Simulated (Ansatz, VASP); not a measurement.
**One calculation of TlAg3Te2, two programs**

Contents of INCAR:

```
SYSTEM = TlAg3Te2
PREC = Accurate
ENCUT = 520
EDIFF = 1E-8
ISMEAR = -1
SIGMA = 0.05
LREAL = .FALSE.
LASPH = .TRUE.
NELM = 100
ALGO = Normal
ISIF = 2
LWAVE = .FALSE.
LCHARG = .FALSE.
GGA = PE
LEFG = .TRUE.
NBANDS = 38
```

KPOINTS

```
Automatic mesh
0
G
  8 8 7
  0 0 0
```

File POSCAR:

```
TlAg3Te2
1.0
    2.3000000000     -7.7250000000      0.0000000000
    2.3000000000      7.7250000000      0.0000000000
    0.0000000000      0.0000000000      4.7600000000
Tl Ag Te
1 3 2
Direct
    0.0000000000      0.0000000000      0.0000000000
    0.5000000000      0.5000000000      0.5000000000
    0.3150000000      0.6850000000      0.0000000000
    0.6850000000      0.3150000000      0.0000000000
    0.1250000000      0.8750000000      0.5000000000
    0.8750000000      0.1250000000      0.5000000000
```

Input for Ansatz:

```yaml
crystal:
  lattice:
    - [2.3, -7.725, 0.0]
    - [2.3, 7.725, 0.0]
    - [0.0, 0.0, 4.76]
  atoms:
    - { symbol: Tl, position: [0.0, 0.0, 0.0] }
    - { symbol: Ag, position: [0.5, 0.5, 0.5] }
    - { symbol: Ag, position: [0.315, 0.685, 0.0] }
    - { symbol: Ag, position: [0.685, 0.315, 0.0] }
    - { symbol: Te, position: [0.125, 0.875, 0.5] }
    - { symbol: Te, position: [0.875, 0.125, 0.5] }
kpoints:
  mp_grid: { grid: [8, 8, 7] }
scf:
  occupations: { method: fermi_dirac, width: 0.05 }
hamiltonian:
  xc: pbe
  pseudopotentials: { kind: paw }
output:
  forces: true
  stress: true
  populations: true
  efg: { contact_densities: true }
```

Alike in both runs: task electric field gradients; functional PBE; k mesh 8 × 8 × 7; occupations fermi-dirac, width 0.05 eV; no spin polarisation.

```csv
,VASP,Ansatz
version,VASP 6.6.1,Ansatz 0.2.0
potentials or method,"VASP PAW PBE potentials, release 64 (Tl_d, Ag, Te)","plane-wave PAW, scalar-relativistic"
plane-wave cutoff (eV),520,420
valence electrons in the cell,58,102
```

|  | VASP | Ansatz | Ansatz less VASP |
| --- | --- | --- | --- |
| pressure (GPa) | -1.6 | -1.6 | +0.04 |
| traceless stress, the component that is largest in VASP (GPa) | -3.57 | -3.57 | +0.004 |
| rms of the force components (eV/Å) | 0.468 | 0.469 | +0.0007 |
| size of Vzz on the site where it differs most (V/Å²) | 199.5 | 209.9 | +10.37 |

Atom by atom the forces differ by 0.001 eV/Å (rms over components). VASP's potentials hold 58 valence electrons a cell and Ansatz's 102, so a difference there can come from the potentials and not from the codes.

Neither program's run includes spin-orbit coupling.
